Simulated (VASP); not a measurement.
**Mg: single point with PBEsol**

The system is Mg.

```
Mg
1.0
    -1.77835    1.77835    1.77835
     1.77835   -1.77835    1.77835
     1.77835    1.77835   -1.77835
Mg
1
Direct
  0.00000 0.00000 0.00000
```

This isn't the form of Mg at room conditions, which is hcp.

```
Program             : VASP 6.6.1
Task                : single point
Functional          : PBEsol
Potentials or basis : VASP PAW PBE potentials, release 64 (Mg)
Cutoff              : 520 eV
k mesh              : 24 × 24 × 24
Occupations         : gaussian, width 0.15 eV
Spin                : no spin polarisation
```

```
Pressure               : -0.1 GPa
Band gap on the k mesh : zero (bands 1 and 2 overlap by 4.82 eV)
```

Levels at points of the mesh, in eV from the Fermi level:
```tsv
k point	band 1	band 2	band 3	band 4
(0.00, 0.00, 0.00)	-7.04	13.13	13.13	13.13
(0.50, 0.00, 0.00)	-1.52	-0.92	8.68	9.47
(0.50, 0.50, 0.50)	3.90	3.90	3.90	4.00
```

Wall time 46 s on 1 thread of Intel Xeon 8259CL, with other jobs on the host, peak memory 0.19 GiB.

Caveat: the PAW data sets were made with another functional, which shifts forces and pressure a little.
